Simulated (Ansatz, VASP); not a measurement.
## Two plane-wave programs on CsO

File INCAR:

```
SYSTEM = CsO
  ALGO = Normal
  EDIFF = 1E-6
  ENCUT = 520
  GGA = CA
  ISIF = 2
  ISMEAR = -1
  LASPH = .TRUE.
  LCHARG = .FALSE.
  LREAL = .FALSE.
  LWAVE = .FALSE.
  NBANDS = 23
  NELM = 100
  PREC = Accurate
  SIGMA = 0.03
```

Contents of KPOINTS:

```
k-points
0
G
  6 6 6
  0 0 0
```

File POSCAR:

```
CsO
1.0
   -2.1668547950      3.2186837237      3.7788316351
    2.1668547950     -3.2186837237      3.7788316351
    2.1668547950      3.2186837237     -3.7788316351
Cs O
2 2
Direct
    0.2535603300      0.2535603300      0.0000000000
    0.7464396700      0.7464396700      0.0000000000
    0.6171968000      0.0000000000      0.6171968000
    0.3828032000      0.0000000000      0.3828032000
```

Input for Ansatz:

```yaml
crystal:
  lattice:
    - [-2.166854795, 3.2186837237, 3.7788316351]
    - [2.166854795, -3.2186837237, 3.7788316351]
    - [2.166854795, 3.2186837237, -3.7788316351]
  atoms:
    - { symbol: Cs, position: [0.25356033, 0.25356033, 0.0] }
    - { symbol: Cs, position: [0.74643967, 0.74643967, 0.0] }
    - { symbol: O, position: [0.6171968, 0.0, 0.6171968] }
    - { symbol: O, position: [0.3828032, 0.0, 0.3828032] }
kpoints:
  mp_grid: { grid: [6, 6, 6] }
scf:
  occupations: { method: fermi_dirac, width: 0.03 }
hamiltonian:
  xc: lda
  pseudopotentials: { kind: paw }
output:
  forces: true
  stress: true
  eigenvalues: true
  populations: true
```

Change from the starting cell: shortest bond scaled by 1, PAW files.

Alike in both runs: task single point; functional LDA; k mesh 6 × 6 × 6; occupations fermi-dirac, width 0.03 eV; no spin polarisation.

|  | VASP | Ansatz |
| --- | --- | --- |
| version | VASP 6.6.1 | Ansatz 0.2.0 |
| potentials or method | VASP PAW LDA potentials, release 64 (Cs_sv, O) | PAW with Ansatz's default frozen-core files, scalar-relativistic |
| plane-wave cutoff (eV) | 520 | 420 |
| valence electrons in the cell | 30 | 30 |

Ansatz gave:

```
gap on the k mesh at the Fermi level (eV)                     : 1.61
pressure (GPa)                                                : -3.5
traceless stress, the component that is largest in VASP (GPa) : -0.77
rms of the force components (eV/Å)                            : 0.330
```

What did VASP give for the same quantities?

gap on the k mesh at the Fermi level (eV): 1.60; pressure (GPa): -3.1; traceless stress, the component that is largest in VASP (GPa): -0.50; rms of the force components (eV/Å): 0.226.

LDA's correlation is that of Perdew and Zunger in VASP and of Perdew and Wang (1992) in Ansatz. Atom by atom the forces differ by 0.105 eV/Å (rms over components).

Neither program's run includes spin-orbit coupling.
